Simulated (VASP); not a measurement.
Set up this calculation in VASP 6.6.1, as the native input.

- Task: relaxation of volume and atoms at fixed shape
- Functional: PBEsol
- Potentials or basis: VASP PAW PBE potentials, release 64 (Mg, Te)
- Cutoff: 600 eV
- k mesh: 1 × 1 × 1, shifted
- Occupations: fermi-dirac, width 0.05 eV
- Spin: no spin polarisation
- Dipole correction: no
- Further INCAR settings: LREAL = Auto; ALGO = Normal; EDIFF = 1e-07; IBRION = 2; EDIFFG = -0.03; NSW = 100; ISIF = 8

The structure of MgTe lies in POSCAR:

```
MgTe
1.0
   12.8776180000      0.0000000000      0.0000000000
    0.0000000000     12.8776180000      0.0000000000
    0.0000000000      0.0000000000     12.8776180000
Mg Te
32 32
Direct
    0.0000000000      0.0000000000      0.0000000000
    0.0000000000      0.0000000000      0.5000000000
    0.0000000000      0.5000000000      0.0000000000
    0.0000000000      0.5000000000      0.5000000000
    0.5000000000      0.0000000000      0.0000000000
    0.5000000000      0.0000000000      0.5000000000
    0.5000000000      0.5000000000      0.0000000000
    0.5000000000      0.5000000000      0.5000000000
    0.2500000000      0.2500000000      0.0000000000
    0.2500000000      0.2500000000      0.5000000000
    0.2500000000      0.7500000000      0.0000000000
    0.2500000000      0.7500000000      0.5000000000
    0.7500000000      0.2500000000      0.0000000000
    0.7500000000      0.2500000000      0.5000000000
    0.7500000000      0.7500000000      0.0000000000
    0.7500000000      0.7500000000      0.5000000000
    0.2500000000      0.0000000000      0.2500000000
    0.2500000000      0.0000000000      0.7500000000
    0.2500000000      0.5000000000      0.2500000000
    0.2500000000      0.5000000000      0.7500000000
    0.7500000000      0.0000000000      0.2500000000
    0.7500000000      0.0000000000      0.7500000000
    0.7500000000      0.5000000000      0.2500000000
    0.7500000000      0.5000000000      0.7500000000
    0.0000000000      0.2500000000      0.2500000000
    0.0000000000      0.2500000000      0.7500000000
    0.0000000000      0.7500000000      0.2500000000
    0.0000000000      0.7500000000      0.7500000000
    0.5000000000      0.2500000000      0.2500000000
    0.5000000000      0.2500000000      0.7500000000
    0.5000000000      0.7500000000      0.2500000000
    0.5000000000      0.7500000000      0.7500000000
    0.1250000000      0.1250000000      0.1250000000
    0.1250000000      0.1250000000      0.6250000000
    0.1250000000      0.6250000000      0.1250000000
    0.1250000000      0.6250000000      0.6250000000
    0.6250000000      0.1250000000      0.1250000000
    0.6250000000      0.1250000000      0.6250000000
    0.6250000000      0.6250000000      0.1250000000
    0.6250000000      0.6250000000      0.6250000000
    0.3750000000      0.3750000000      0.1250000000
    0.3750000000      0.3750000000      0.6250000000
    0.3750000000      0.8750000000      0.1250000000
    0.3750000000      0.8750000000      0.6250000000
    0.8750000000      0.3750000000      0.1250000000
    0.8750000000      0.3750000000      0.6250000000
    0.8750000000      0.8750000000      0.1250000000
    0.8750000000      0.8750000000      0.6250000000
    0.3750000000      0.1250000000      0.3750000000
    0.3750000000      0.1250000000      0.8750000000
    0.3750000000      0.6250000000      0.3750000000
    0.3750000000      0.6250000000      0.8750000000
    0.8750000000      0.1250000000      0.3750000000
    0.8750000000      0.1250000000      0.8750000000
    0.8750000000      0.6250000000      0.3750000000
    0.8750000000      0.6250000000      0.8750000000
    0.1250000000      0.3750000000      0.3750000000
    0.1250000000      0.3750000000      0.8750000000
    0.1250000000      0.8750000000      0.3750000000
    0.1250000000      0.8750000000      0.8750000000
    0.6250000000      0.3750000000      0.3750000000
    0.6250000000      0.3750000000      0.8750000000
    0.6250000000      0.8750000000      0.3750000000
    0.6250000000      0.8750000000      0.8750000000
```

The input as run:

INCAR

```
SYSTEM = MgTe
  ALGO = Normal
  EDIFF = 1E-7
  EDIFFG = -0.03
  ENCUT = 600
  GGA = PS
  GGA_COMPAT = .FALSE.
  IBRION = 2
  ISIF = 8
  ISMEAR = -1
  LASPH = .TRUE.
  LCHARG = .FALSE.
  LREAL = Auto
  LWAVE = .FALSE.
  NCORE = 4
  NELM = 120
  NELMIN = 4
  NSW = 100
  PREC = Accurate
  SIGMA = 0.05
```

KPOINTS

```
Automatic mesh
0
Gamma
  1 1 1
  0.5 0.5 0.5
```

Potentials or basis: VASP PAW PBE potentials, release 64 (Mg, Te).

The run is started by

```bash
$ cat potpaw_PBE.64/Mg/POTCAR potpaw_PBE.64/Te/POTCAR > POTCAR
$ mpirun -np 4 vasp_std > vasp.out
```

It gave:

| Quantity | Value |
| --- | --- |
| Relaxed volume | 33.47 Å³/atom |
| Relaxed cell | a = 12.891 Å, b = 12.891 Å, c = 12.891 Å, α = 90.00°, β = 90.00°, γ = 90.00° |
| Space group after relaxing (to 0.1 Å) | F-43m (No. 216) |
| Energy gained by relaxing | 0.1 meV/atom |
| Ionic steps | 3 |
| Pressure after relaxing | -0.1 GPa |
| Band gap on the k mesh | 3.62 eV |

Caveat: the PAW data sets were made with another functional, which shifts forces and pressure a little; spin-orbit coupling is left out, which moves the levels of the heavy elements; a shifted mesh leaves out Γ, where band edges can lie.

Run time: 11 min on 4 MPI ranks on Oxide Virtual Turin-like Processor, on a shared host, peak memory 0.77 GiB a rank.
